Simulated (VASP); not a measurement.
A run of VASP 6.6.1:

The input INCAR:

```
PREC = Accurate
ENCUT = 520
EDIFF = 1E-7
ISMEAR = 0
SIGMA = 0.02
LREAL = Auto
LASPH = T
NELM = 150
ALGO = Normal
ISIF = 2
LWAVE = F
LCHARG = F
ISPIN = 2
MAGMOM = 0 0 0 0 0 0 0 0 0 0 0 0 0 0 0 0 0
LORBIT = 11
GGA = CA
NBANDS = 52
```

KPOINTS

```
regular mesh
0
Gamma
  2 2 2
```

POSCAR

```
LiSi16
1.0
    0.0000000000      5.4300000000      5.4300000000
    5.4300000000      0.0000000000      5.4300000000
    5.4300000000      5.4300000000      0.0000000000
Si Li
16 1
Direct
    0.0090137201     -0.0271586556      0.0093951197
    0.1185784530      0.1210895028      0.1193473297
   -0.0167093923      0.0045173112      0.5063342541
    0.1186790055      0.1210368324      0.6415359116
   -0.0007083794      0.4953048803     -0.0000301105
    0.1325918969      0.6014646409      0.1334744015
   -0.0007598527      0.4951563536      0.5064939227
    0.1187762431      0.6304193370      0.6257909761
    0.5057941068      0.0045563536     -0.0159224678
    0.6412186004      0.1211156538      0.1191651934
    0.5058965930      0.0045674954      0.5061851750
    0.6154771639      0.1526806630      0.6163267035
    0.5056172192      0.4952507366     -0.0000383978
    0.6251285451      0.6302920810      0.1195860037
    0.4918324125      0.5240624309      0.4925025783
    0.6251626151      0.6304550645      0.6258220994
    0.3123878453      1.0626615101      0.3124769797
```

Potentials or basis: VASP PAW LDA potentials, release 64 (Si, Li_sv).

Run with:

```console
$ cat potpaw_LDA.64/Si/POTCAR potpaw_LDA.64/Li_sv/POTCAR > POTCAR
$ mpirun -np 1 vasp_std > vasp.out
```

Hardware: 1 thread of Oxide Virtual Turin-like Processor (shared host).

Problem. Estimate the wall time of this run.

Solution. Run time: 22 min on 1 thread of Oxide Virtual Turin-like Processor, on a shared host, peak memory 0.44 GiB. Counts: scf iterations 15, k points 8.
